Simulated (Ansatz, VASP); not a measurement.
## TaSi2 in VASP and in Ansatz

```
Ta Si
1.0
     4.80672    0.00000    0.00000
    -2.40336    4.16274    0.00000
     0.00000    0.00000    6.59893
Ta Si
3 6
Direct
  0.50000 0.00000 0.00000
  0.50000 0.50000 0.66667
  0.00000 0.50000 0.33333
  0.15913 0.31827 0.00000
  0.84087 0.15913 0.66667
  0.68173 0.84087 0.33333
  0.84087 0.68173 0.00000
  0.15913 0.84087 0.66667
  0.31827 0.15913 0.33333
```

Alike in both runs: functional PBE; k mesh 8 × 8 × 5; occupations fermi-dirac, width 0.1 eV; no spin polarisation.

Ansatz relaxed the structure, and its values are those at the end. VASP's run is a single point on that final structure, the one shown.

```csv
,VASP,Ansatz
version,VASP 6.6.1,Ansatz 0.2.0
potentials or method,"VASP PAW PBE potentials, release 64 (Ta_pv, Si), cutoff 520 eV",PAW plane waves
valence electrons in the cell,57,63
```

```csv
,VASP,Ansatz,Ansatz less VASP
gap on the k mesh at the Fermi level (eV),none,none,-
pressure (GPa),0.0,0.0,+0.01
```

A gap of «none» marks a metal or a gap that the smearing closes. VASP's potentials hold 57 valence electrons a cell and Ansatz's 63, so a difference there can come from the potentials and not from the codes.

Spin-orbit coupling is off throughout.
